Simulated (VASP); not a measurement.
# Ti9O in VASP: single point with PBE

Aim: the single point of Ti9O with PBE.

Program: VASP 6.6.1. These are calculated values, not measurements. Logs are shortened: lines on timing, memory, paths and dates and some standing lists are left out, and cuts for length are marked.

**1. The cell of the first run**

The cell holds a slab with vacuum, 10 atoms: a = 2.832 Å, b = 7.932 Å, c = 19.927 Å, α = 90.00°, β = 90.00°, γ = 90.00°.

**2. Single point, PBE**

INCAR reads:

```
SYSTEM = Ti9O
ALGO = Normal
DIPOL = 0.5 0.5 0.330
EDIFF = 1E-6
ENCUT = 520
GGA = PE
IDIPOL = 3
ISIF = 2
ISMEAR = 0
LASPH = .TRUE.
LCHARG = .TRUE.
LDIPOL = .TRUE.
LELF = .TRUE.
LREAL = .FALSE.
LVACPOTAV = .TRUE.
LVHAR = .TRUE.
LWAVE = .FALSE.
NBANDS = 68
NELM = 60
PREC = Accurate
SIGMA = 0.1
```

KPOINTS reads:

```
k-points
0
G
  9 4 1
  0 0 0
```

POSCAR reads:

```
Ti9O
1.0
    2.8319727881      0.0000000000      0.0000000000
    0.0000000000      7.9316622551      0.0000000000
    0.0000000000      0.0000000000     19.9268841162
Ti O
9 1
Direct
    0.0000000000      0.5000000000      0.2007338416
    0.5000000000      0.1666666667      0.2007338416
    0.5000000000      0.8333333333      0.2007338416
    0.0000000000      0.0000000000      0.3122110455
    0.5000000000      0.6684928875      0.3108725352
    0.5000000000      0.3315071125      0.3108725352
    0.0000000000      0.5000000000      0.4177589340
    0.5000000000      0.1666364294      0.4228902054
    0.5000000000      0.8333635706      0.4228902054
    0.8333333333      0.4999697627      0.4980919155
```

Potentials or basis: VASP PAW PBE potentials, release 64 (Ti_sv, O).

Launch:

```
> cat potpaw_PBE.64/Ti_sv/POTCAR potpaw_PBE.64/O/POTCAR > POTCAR
> mpirun -np 1 vasp_std > vasp.out
```

OUTCAR:

```text
SYSTEM = Ti9O
   EDIFF = 1E-6
   ENCUT = 520
   GGA = PE
   ISIF = 2
   ISMEAR = 0
   LASPH = .TRUE.
   LREAL = .FALSE.
   NELM = 60
   PREC = Accurate

 ion  position               nearest neighbor table
   1  0.000  0.500  0.201-
   2  0.500  0.167  0.201-   6 2.55   3 2.64
   3  0.500  0.833  0.201-   5 2.55   2 2.64
   4  0.000  0.000  0.312-
   5  0.500  0.668  0.311-   3 2.55   9 2.59   6 2.67   7 2.89   7 2.89
   6  0.500  0.332  0.311-   2 2.55   8 2.59   5 2.67   7 2.89   7 2.89
   7  0.000  0.500  0.418-  10 1.67   6 2.89   5 2.89   5 2.89   6 2.89
   8  0.500  0.167  0.423-   6 2.59   9 2.64
   9  0.500  0.833  0.423-   5 2.59   8 2.64
  10  0.833  0.500  0.498-   7 1.67

  LATTYP: Found a simple orthorhombic cell.
 ALAT       =     2.8319727881
 B/A-ratio  =     2.8007551091
 C/A-ratio  =     7.0363967479

  Lattice vectors:

 A1 = (   2.8319727881,   0.0000000000,   0.0000000000)
 A2 = (   0.0000000000,   7.9316622551,   0.0000000000)
 A3 = (   0.0000000000,   0.0000000000,  19.9268841162)

Analysis of symmetry for initial positions (statically):
=====================================================================
 Subroutine PRICEL returns:
 Original cell was already a primitive cell.

 Routine SETGRP: Setting up the symmetry group for a
 simple orthorhombic supercell.

 Subroutine GETGRP returns: Found  1 space group operations
 (whereof  1 operations were pure point group operations)
 out of a pool of  8 trial point group operations.

The static configuration has the point symmetry C_1 .

Analysis of symmetry for dynamics (positions and initial velocities):
=====================================================================
 Subroutine PRICEL returns:
 Original cell was already a primitive cell.

 Routine SETGRP: Setting up the symmetry group for a
 simple orthorhombic supercell.

 Subroutine GETGRP returns: Found  1 space group operations
 (whereof  1 operations were pure point group operations)
 out of a pool of  8 trial point group operations.

The dynamic configuration has the point symmetry C_1 .

 Subroutine INISYM returns: Found  1 space group operations
 (whereof  1 operations are pure point group operations),
 and found     1 'primitive' translations

----------------------------------------------------------------------------------------

                                     Primitive cell

  volume of cell :     447.6027

  direct lattice vectors                    reciprocal lattice vectors
     2.831972788  0.000000000  0.000000000     0.353110738  0.000000000  0.000000000
     0.000000000  7.931662255  0.000000000     0.000000000  0.126076977  0.000000000
     0.000000000  0.000000000 19.926884116     0.000000000  0.000000000  0.050183460

  length of vectors
     2.831972788  7.931662255 19.926884116     0.353110738  0.126076977  0.050183460

  position of ions in fractional coordinates (direct lattice)
     0.000000000  0.500000000  0.200733842
     0.500000000  0.166666667  0.200733842
     0.500000000  0.833333333  0.200733842
     0.000000000  0.000000000  0.312211045
     0.500000000  0.668492888  0.310872535
     0.500000000  0.331507112  0.310872535
     0.000000000  0.500000000  0.417758934
     0.500000000  0.166636429  0.422890205
     0.500000000  0.833363571  0.422890205
     0.833333333  0.499969763  0.498091915

  ion indices of the primitive-cell ions
   primitive index   ion index
                 1           1
                 2           2
                 3           3
                 4           4
                 5           5
                 6           6
                 7           7
                 8           8
                 9           9
                10          10

----------------------------------------------------------------------------------------

 KPOINTS: k-points

Automatic generation of k-mesh.
 Grid dimensions read from file:
 generate k-points for:    9    4    1

 Generating k-lattice:

  Cartesian coordinates                     Fractional coordinates (reciprocal lattice)
     0.039234526  0.000000000  0.000000000     0.111111111  0.000000000  0.000000000
     0.000000000  0.031519244  0.000000000     0.000000000  0.250000000  0.000000000
     0.000000000  0.000000000  0.050183460     0.000000000  0.000000000  1.000000000

  Length of vectors
     0.039234526  0.031519244  0.050183460

  Shift w.r.t. Gamma in fractional coordinates (k-lattice)
     0.000000000  0.000000000  0.000000000

 Subroutine IBZKPT returns following result:
 ===========================================

 Found     19 irreducible k-points:

 Following reciprocal coordinates:
            Coordinates               Weight
  0.000000  0.000000  0.000000      1.000000
  0.111111  0.000000  0.000000      2.000000
  0.222222  0.000000  0.000000      2.000000
  0.333333  0.000000  0.000000      2.000000
  0.444444  0.000000  0.000000      2.000000
  0.000000  0.250000  0.000000      2.000000
[... 11 lines left out ...]
  0.333333  0.500000  0.000000      2.000000
  0.444444  0.500000  0.000000      2.000000
   k-points           NKPTS =     19   k-points in BZ     NKDIM =     19   number of bands    NBANDS=     68
   number of dos      NEDOS =    301   number of ions     NIONS =     10
   total plane-waves  NPLWV = 216000
   dimension x,y,z NGX =    24 NGY =   60 NGZ =  150
   dimension x,y,z NGXF=    48 NGYF=  120 NGZF=  300
   ions per type =               9   1
   NGX,Y,Z   is equivalent  to a cutoff of  14.09, 12.58, 12.51 a.u.
   NGXF,Y,Z  is equivalent  to a cutoff of  28.18, 25.15, 25.03 a.u.
 SYSTEM =  Ti9O
   PREC   = accura    normal or accurate (medium, high low for compatibility)
   ISTART =      0    job   : 0-new  1-cont  2-samecut
   ICHARG =      2    charge: 1-file 2-atom 10-const
   ISPIN  =      1    spin polarized calculation?
   LNONCOLLINEAR =      F non collinear calculations
   LSORBIT =      F    spin-orbit coupling
   LASPH  =      T    aspherical Exc in radial PAW
   ENCUT  =  520.0 eV  38.22 Ry    6.18 a.u.   5.27 14.75 37.05*2*pi/ulx,y,z
   NELM   =     60;   NELMIN=  2; NELMDL= -5     # of ELM steps
   EDIFF  = 0.1E-05   stopping-criterion for ELM
   LREAL  =      F    real-space projection
   EDIFFG = 0.1E-04   stopping-criterion for IOM
   NSW    =      0    number of steps for IOM
   IBRION =     -1    ionic relax: 0-MD 1-quasi-New 2-CG
   NFREE  =      0    steps in history (QN), initial steepest desc. (CG)
   ISIF   =      2    stress and relaxation
   ISYM   =      2    0-nonsym 1-usesym 2-fastsym
   POTIM  = 0.5000    time-step for ionic-motion
   TEBEG  =    0.0;   TEEND  =   0.0 temperature during run
   PSTRESS=    0.0 pullay stress
   NELECT =     114.0000    total number of electrons
   NUPDOWN=      -1.0000    fix difference up-down
   EMIN   =  10.00;   EMAX   =-10.00  energy-range for DOS
   EFERMI =   0.00;   METHOD = LEGACY
   ISMEAR =     0;   SIGMA  =   0.10  broadening in eV -4-tet -1-fermi 0-gaus
   EFERMI_NEDOS =   21; number of points for ismear=-14 and -15
   IALGO  =     38    algorithm
   IMIX   =      4    mixing-type and parameters
     AMIX     =   0.40;   BMIX     =  1.00
     AMIX_MAG =   1.60;   BMIX_MAG =  1.00
  volume/ion in A,a.u.               =      44.76       302.06
  Fermi-wavevector in a.u.,A,eV,Ry     =   1.037717  1.961001 14.651520  1.076856
  Thomas-Fermi vector in A             =   2.172168
   LORBIT       =      0    0 simple, 1 ext, 2 COOP (PROOUT), +10 PAW based schemes
   GGA     = PE    functional components
   LHFCALC =     F    Hartree Fock is set to
   AEXX    =    0.0000 exact exchange contribution
   IVDW    =     0    specifies the selected vdW correction
   LEPSILON=     F    determine dielectric tensor
   LRPA    =     F    only Hartree local field effects (RPA)
 non-spin polarized calculation
 Gauss-broadening in eV      SIGMA  =   0.10
  energy-cutoff  :      520.00
  volume of cell :      447.60
 maximum number of plane-waves:     12087
 NGX is ok and might be reduce to    24
   NGX = 11   NGY = 29   NGZ = 75

 dipolmoment           0.000000      0.000000     -0.007885 electrons x Angstroem

 number of electron     113.9999967 magnetization

 dipolmoment           0.000000      0.000000      0.119673 electrons x Angstroem

 Free energy of the ion-electron system (eV)
  ---------------------------------------------------
  ext. energy  EPLUGINS =         0.00000000
  ---------------------------------------------------
  free energy    TOTEN  =       -73.10580893 eV

  energy without entropy =      -73.03223736  energy(sigma->0) =      -73.06902315

 E-fermi :  -0.0319     XC(G=0):  -5.0739

 val. band max:       -0.0377355271   @ k =   0.1111   0.0000   0.0000
 cond. band min:      -0.0119534587   @ k =   0.3333   0.2500   0.0000
 fundamental gap:      0.0257820684
 Fermi energy:        -0.0319175431

 k-point     1 :       0.0000    0.0000    0.0000
  band No.  band energies     occupation
      1     -57.0242      2.00000
      2     -56.8174      2.00000
      3     -56.7529      2.00000
      4     -56.7226      2.00000
      5     -56.6596      2.00000
      6     -56.6183      2.00000
[... 60 lines left out ...]
     67       1.3178      0.00000
     68       1.3184      0.00000

 k-point     2 :       0.1111    0.0000    0.0000
  band No.  band energies     occupation
      1     -57.0176      2.00000
      2     -56.8102      2.00000
      3     -56.7466      2.00000
      4     -56.7157      2.00000
      5     -56.6533      2.00000
      6     -56.6131      2.00000
[... 1196 lines left out ...]
     67       1.2585      0.00000
     68       1.2603      0.00000

 k-point    19 :       0.4444    0.5000    0.0000
  band No.  band energies     occupation
      1     -56.9693      2.00000
      2     -56.7569      2.00000
      3     -56.7014      2.00000
      4     -56.6632      2.00000
      5     -56.6086      2.00000
      6     -56.5756      2.00000
[... 60 lines left out ...]
     67       1.2811      0.00000
     68       1.3379      0.00000

------------------------ aborting loop because EDIFF is reached ----------------------------------------

  FORCE on cell =-STRESS in cart. coord.  units (eV):
  Direction    XX          YY          ZZ          XY          YZ          ZX
  --------------------------------------------------------------------------------------
  -------------------------------------------------------------------------------------
  Total       -0.9132196     -0.9313116      0.8743976      0.0000733     -0.0005267     -1.3452469
  in kB       -3.2688360     -3.3335956      3.1298739      0.0002623     -0.0018852     -4.8152618
  external PRESSURE =      -1.1575192 kB  Pullay stress =       0.0000000 kB

 VOLUME and BASIS-vectors are now :
 -----------------------------------------------------------------------------
  energy-cutoff  :      520.00
  volume of cell :      447.60
      direct lattice vectors                 reciprocal lattice vectors
     2.831972788  0.000000000  0.000000000     0.353110738  0.000000000  0.000000000
     0.000000000  7.931662255  0.000000000     0.000000000  0.126076977  0.000000000
     0.000000000  0.000000000 19.926884116     0.000000000  0.000000000  0.050183460

 POSITION                                       TOTAL-FORCE (eV/Angst)
 -----------------------------------------------------------------------------------
      0.00000      3.96583      4.00000        -0.017654      0.000033      0.475389
      1.41599      1.32194      4.00000        -0.003183     -0.020193     -0.116868
      1.41599      6.60972      4.00000        -0.003179      0.020171     -0.116868
      0.00000      0.00000      6.22139        -0.020604     -0.000029      0.102955
      1.41599      5.30226      6.19472         0.061949      0.314039     -0.423233
      1.41599      2.62940      6.19472         0.061938     -0.314074     -0.423222
      0.00000      3.96583      8.32463         0.527964      0.000161      0.203977
      1.41599      1.32170      8.42688         0.085663     -0.067006      0.022145
      1.41599      6.60996      8.42688         0.085632      0.067345      0.021991
      2.35998      3.96559      9.92542        -0.778527     -0.000446      0.253734
 -----------------------------------------------------------------------------------
    total drift:                                0.000182     -0.000006      0.001184

  FREE ENERGIE OF THE ION-ELECTRON SYSTEM (eV)
  ---------------------------------------------------
  free  energy   TOTEN  =       -73.1058089272 eV

  energy  without entropy=      -73.0322373646  energy(sigma->0) =      -73.06902315

 vacuum level on the upper side and lower side of the slab         5.329         4.365
```

Run time: 20 min. Hardware: 1 thread of Intel Xeon 6975P-C (Granite Rapids), shared host; peak memory 0.71 GiB.

Results:

```yaml
Free_energy: -73.1058 eV
Largest_force: 0.819 eV/Å
Band_gap_on_the_k_mesh: zero (bands 57 and 58 overlap by 0.32 eV)
```

Forces in eV/Å, atoms in the order of the input:
```
Ti  -0.018  0.000  0.475
Ti  -0.003 -0.020 -0.117
Ti  -0.003  0.020 -0.117
Ti  -0.021  0.000  0.103
Ti   0.062  0.314 -0.423
Ti   0.062 -0.314 -0.423
Ti   0.528  0.000  0.204
Ti   0.086 -0.067  0.022
Ti   0.086  0.067  0.022
O   -0.779  0.000  0.254
```

Levels at points of the mesh, in eV from the Fermi level:
```csv
k point,band 53,band 54,band 55,band 56,band 57,band 58,band 59,band 60,band 61,band 62
"(0.00, 0.00, 0.00)",-0.38,-0.30,-0.25,-0.18,-0.09,-0.04,0.11,0.22,0.28,0.54
"(0.00, 0.50, 0.00)",-0.42,-0.32,-0.29,-0.16,-0.12,0.27,0.31,0.34,0.51,0.62
```

The gap in the log of VASP goes by the Fermi energy; the results here count the filled bands.